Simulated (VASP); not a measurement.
# TaCuN2 (R-3m) in VASP: notebook, part 2 of 2

VASP 6.6.1. Earlier steps stand in the parts before.

## Step 3: Single point, LDA (11.68 Å³/atom)

This run uses another cell than the first one, of 11.68 Å³/atom.

INCAR reads:

```
  ALGO = Normal
  EDIFF = 1E-7
  ENCUT = 520
  ISIF = 2
  ISMEAR = 0
  LASPH = True
  LCHARG = True
  LELF = True
  LREAL = False
  LVHAR = True
  LWAVE = False
  NBANDS = 24
  NELM = 80
  PREC = Accurate
  SIGMA = 0.05
```

KPOINTS reads:

```
k-points
0
Gamma
  12 12 12
```

POSCAR reads:

```
TaCuN2
1.0
    1.5377123470      0.8877986375      5.7053364324
   -1.5377123470      0.8877986375      5.7053364324
    0.0000000000     -1.7755972750      5.7053364324
Ta Cu N
1 1 2
Direct
    0.5000000000      0.5000000000      0.5000000000
    0.0000000000      0.0000000000      0.0000000000
    0.1049794637      0.1049794637      0.1049794637
    0.8950205363      0.8950205363      0.8950205363
```

Potentials or basis: VASP PAW LDA potentials, release 64 (Ta_pv, Cu, N).

On the command line:

```sh
$ cat potpaw_LDA.64/Ta_pv/POTCAR potpaw_LDA.64/Cu/POTCAR potpaw_LDA.64/N/POTCAR > POTCAR
$ mpirun -np 1 vasp_std > vasp.out
```

OUTCAR:

```text
EDIFF = 1E-7
   ENCUT = 520
   ISIF = 2
   ISMEAR = 0
   LASPH = True
   LREAL = False
   NELM = 80
   PREC = Accurate

 ion  position               nearest neighbor table
   1  0.500  0.500  0.500-   3 2.07   3 2.07   4 2.07   4 2.07   3 2.07   4 2.07
   2  0.000  0.000  0.000-   3 1.80   4 1.80
   3  0.105  0.105  0.105-   2 1.80   1 2.07   1 2.07   1 2.07
   4  0.895  0.895  0.895-   2 1.80   1 2.07   1 2.07   1 2.07

  LATTYP: Found a trigonal (rhomboedric) cell.
 ALAT       =     5.9752497429
 COS(alpha) =     0.8675450860
[... 846 lines left out ...]
  Direction    XX          YY          ZZ          XY          YZ          ZX
  --------------------------------------------------------------------------------------
  -------------------------------------------------------------------------------------
  Total        1.7657851      1.7657851      1.9276032      0.0000000      0.0000000      0.0000000
  in kB       60.5377601     60.5377601     66.0854932      0.0000000      0.0000000      0.0000000
  external PRESSURE =      62.3870045 kB  Pullay stress =       0.0000000 kB

 VOLUME and BASIS-vectors are now :
 -----------------------------------------------------------------------------
  energy-cutoff  :      520.00
  volume of cell :       46.73
      direct lattice vectors                 reciprocal lattice vectors
     1.537712347  0.887798637  5.705336432     0.325158344  0.187730257  0.058424834
    -1.537712347  0.887798637  5.705336432    -0.325158344  0.187730257  0.058424834
     0.000000000 -1.775597275  5.705336432     0.000000000 -0.375460515  0.058424834

 POSITION                                       TOTAL-FORCE (eV/Angst)
 -----------------------------------------------------------------------------------
      0.00000      0.00000      8.55800         0.000000      0.000000      0.000000
      0.00000      0.00000      0.00000         0.000000     -0.000000      0.000000
      0.00000      0.00000      1.79683         0.000000      0.000000     -0.035433
      0.00000      0.00000     15.31918         0.000000     -0.000000      0.035433
 -----------------------------------------------------------------------------------
    total drift:                               -0.000000     -0.000000      0.000000

  FREE ENERGIE OF THE ION-ELECTRON SYSTEM (eV)
  ---------------------------------------------------
  free  energy   TOTEN  =       -38.1953120985 eV

  energy  without entropy=      -38.1953120366  energy(sigma->0) =      -38.19531207
```

OSZICAR:

```text
N       E                     dE             d eps       ncg     rms          rms(c)
DAV:   1     0.263368990751E+03    0.26337E+03   -0.16344E+04  9496   0.172E+03
DAV:   2    -0.234407082874E+02   -0.28681E+03   -0.26414E+03 10040   0.409E+02
DAV:   3    -0.461091550818E+02   -0.22668E+02   -0.21582E+02 12000   0.113E+02
DAV:   4    -0.467719658760E+02   -0.66281E+00   -0.66081E+00 10024   0.192E+01
DAV:   5    -0.467946086494E+02   -0.22643E-01   -0.22636E-01 12704   0.368E+00    0.345E+01
DAV:   6    -0.433761771019E+02    0.34184E+01   -0.63701E+01 13152   0.162E+02    0.174E+01
DAV:   7    -0.381892586482E+02    0.51869E+01   -0.20596E+01 11472   0.120E+02    0.936E+00
DAV:   8    -0.382414976750E+02   -0.52239E-01   -0.21638E+00 12008   0.101E+01    0.411E+00
DAV:   9    -0.381981112976E+02    0.43386E-01   -0.87506E-02 13360   0.652E+00    0.435E-01
DAV:  10    -0.381956696199E+02    0.24417E-02   -0.12118E-02 14528   0.303E+00    0.275E-01
DAV:  11    -0.381959190559E+02   -0.24944E-03   -0.65282E-03 12864   0.232E+00    0.194E-01
DAV:  12    -0.381954675956E+02    0.45146E-03   -0.33871E-03 12656   0.221E+00    0.961E-02
DAV:  13    -0.381953250048E+02    0.14259E-03   -0.65257E-04 13232   0.103E+00    0.316E-02
DAV:  14    -0.381953126686E+02    0.12336E-04   -0.88868E-05 12816   0.188E-01    0.796E-03
DAV:  15    -0.381953121806E+02    0.48799E-06   -0.87128E-06 14880   0.400E-02    0.372E-03
DAV:  16    -0.381953120985E+02    0.82078E-07   -0.46066E-07  9976   0.803E-03
   1 F= -.38195312E+02 E0= -.38195312E+02  d E =-.618647E-07
```

stdout:

```text
POSCAR found type information on POSCAR TaCuN
 POSCAR found :  3 types and       4 ions
 scaLAPACK will be used
 LDA part: xc-table for (Slater(with rela. corr.)+CA(PZ))
 , standard interpolation
 POSCAR, INCAR and KPOINTS ok, starting setup
 FFT: planning ... GRIDC
 FFT: planning ... GRID_SOFT
 FFT: planning ... GRID
 WAVECAR not read
 entering main loop
```

Wall time 6.1 min (1 thread of Intel Xeon 6975P-C (Granite Rapids), shared host); peak memory 0.43 GiB.

Results:

| Item | Value |
| --- | --- |
| Free energy | -38.1953 eV |
| Pressure | 6.2 GPa |
| Largest force | 0.035 eV/Å |
| Band gap on the k mesh | 0.27 eV (least direct gap 0.74 eV) |

Forces on the atoms (eV/Å):
```
Ta   0.000  0.000  0.000
Cu   0.000  0.000  0.000
N    0.000  0.000 -0.035
N    0.000  0.000  0.035
```

Caveat: the cell stands under pressure; spin-orbit coupling is left out, which moves the levels of the heavy elements.

## Step 4: Single point, LDA (12.16 Å³/atom)

This run uses another cell than the first one, of 12.16 Å³/atom.

INCAR reads:

```
ALGO     = Normal         # electronic algorithm
EDIFF    = 1E-7           # SCF threshold, eV
ENCUT    = 520            # plane-wave cutoff, eV
ISIF     = 2              # what is computed and relaxed
ISMEAR   = 0              # smearing method
LASPH    = True           # aspherical terms in the spheres
LCHARG   = False          # write CHGCAR
LREAL    = False          # projectors in reciprocal space
LWAVE    = False          # write WAVECAR
NBANDS   = 24             # bands
NELM     = 100            # most SCF steps
PREC     = Accurate       # precision mode
SIGMA    = 0.05           # smearing width, eV
```

KPOINTS is that of step 3.

POSCAR reads:

```
TaCuN2
1.0
    1.5627176773      0.9022354716      5.7496910388
   -1.5627176773      0.9022354716      5.7496910388
    0.0000000000     -1.8044709435      5.7496910387
Ta Cu N
1 1 2
Direct
    0.5000000000      0.5000000000      0.5000000000
    0.0000000000      0.0000000000      0.0000000000
    0.1056388804      0.1056388804      0.1056388804
    0.8943611196      0.8943611196      0.8943611196
```

On the command line:

```sh
$ cat potpaw_LDA.64/Ta_pv/POTCAR potpaw_LDA.64/Cu/POTCAR potpaw_LDA.64/N/POTCAR > POTCAR
$ mpirun -np 1 vasp_std > vasp.out
```

It took 5.5 min on 1 thread of Intel Xeon 6975P-C (Granite Rapids), shared host; peak memory 0.44 GiB.

It converged, with:

```yaml
Free_energy: -38.2125 eV
Pressure: -3.1 GPa
Largest_force: 0.021 eV/Å
Band_gap_on_the_k_mesh: 0.36 eV (least direct gap 0.81 eV)
```

Forces on the atoms (eV/Å):
```
Ta   0.000  0.000  0.000
Cu   0.000  0.000  0.000
N    0.000  0.000 -0.021
N    0.000  0.000  0.021
```

Stress tensor (GPa, compression positive):
```
-3.26  0.00  0.00
 0.00 -3.26  0.00
 0.00  0.00 -2.71
```

Levels at points of the mesh, in eV from the valence-band top:
```tsv
k point	band 13	band 14	band 15	band 16	band 17	band 18	band 19	band 20
(0.00, 0.00, 0.00)	-1.94	-1.94	-1.07	-1.07	1.16	1.16	1.52	4.42
(0.50, 0.00, 0.00)	-1.62	-1.08	-0.64	-0.45	0.36	3.14	3.37	3.81
(0.50, 0.50, 0.00)	-2.07	-1.72	-1.62	-1.01	1.16	3.27	3.29	3.38
(0.50, 0.50, 0.50)	-2.11	-2.11	0.00	0.00	1.09	1.09	2.87	4.76
```

Caveat: the cell stands under tension; spin-orbit coupling is left out, which moves the levels of the heavy elements. A k mesh can miss the band edges.

## Step 5: Overview

```tsv
cell	gap on the mesh (eV)	pressure (GPa)	largest force (eV/Å)
a = 5.949 Å, angles 29.7°, 4 atoms, atomic positions A	0.21	11.6	0.02
a = 5.975 Å, angles 29.8°, 4 atoms, atomic positions A	0.27	6.2	0.04
a = 6.026 Å, angles 30.1°, 4 atoms, atomic positions B	0.36	-3.1	0.02
```

Alike in all rows: task single point; level LDA; potentials or basis VASP PAW LDA potentials, release 64 (Ta_pv, Cu, N); no spin polarisation; k mesh 12 × 12 × 12; cutoff (eV) 520; smearing gaussian 0.05 eV.

Caveats: spin-orbit coupling is left out, which moves the levels of the heavy elements; the cell stands under pressure (at least some runs); the cell stands under tension (at least some runs).

Absolute energies hang on the potentials; compare differences alone.
